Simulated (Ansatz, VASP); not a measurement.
Pt in VASP and in Ansatz

Contents of INCAR:

```
SYSTEM = Pt
  PREC = Accurate
  ENCUT = 520
  EDIFF = 1E-6
  ISMEAR = -1
  SIGMA = 0.1
  LREAL = .FALSE.
  LASPH = .TRUE.
  NELM = 100
  ALGO = Normal
  ISIF = 2
  LWAVE = .FALSE.
  LCHARG = .TRUE.
  GGA = PS
  IVDW = 12
  LELF = .TRUE.
  LVHAR = .TRUE.
  NBANDS = 11
```

File KPOINTS:

```
Automatic mesh
0
G
  13 13 13
  0 0 0
```

Contents of POSCAR:

```
Pt
1.0
   -1.5842200000      1.5842200000      1.5842200000
    1.5842200000     -1.5842200000      1.5842200000
    1.5842200000      1.5842200000     -1.5842200000
Pt
1
Direct
    0.0000000000      0.0000000000      0.0000000000
```

Input for Ansatz:

```yaml
crystal:
  lattice:
    - [-1.58422, 1.58422, 1.58422]
    - [1.58422, -1.58422, 1.58422]
    - [1.58422, 1.58422, -1.58422]
  atoms:
    - { symbol: Pt, position: [0.0, 0.0, 0.0] }
kpoints:
  mp_grid:
    grid: [13, 13, 13]
    shift: [0.0, 0.0, 0.0]
hamiltonian:
  xc: pbesol
  dispersion: d3bj
  pseudopotentials:
    kind: paw
scf:
  lower_state_search: "off"
  mixing:
    algorithm: broyden
    beta: 0.4
    ndim: 8
  occupations:
    method: fermi_dirac
    width: 0.1
  initial_density:
    normalization: cell
output:
  forces: true
  stress: true
  eigenvalues: true
```

Alike in both runs: task single point; functional PBEsol; dispersion D3(BJ); k mesh 13 × 13 × 13; occupations fermi-dirac, width 0.1 eV; no spin polarisation.

|  | VASP | Ansatz |
| --- | --- | --- |
| version | VASP 6.6.1 | Ansatz 0.2.0 |
| potentials or method | VASP PAW PBE potentials, release 64 (Pt) | plane waves, PAW |
| plane-wave cutoff (eV) | 520 | 420 |
| valence electrons in the cell | 10 | 18 |

```csv
,VASP,Ansatz,Ansatz less VASP
gap on the k mesh at the Fermi level (eV),none,none,-
pressure (GPa),-18.3,-18.0,+0.35
```

VASP's potentials were made for PBE, not for PBEsol. A gap of «none» marks a metal or a gap that the smearing closes. VASP's potentials hold 10 valence electrons a cell and Ansatz's 18, so a difference there can come from the potentials and not from the codes.

Neither program's run includes spin-orbit coupling.
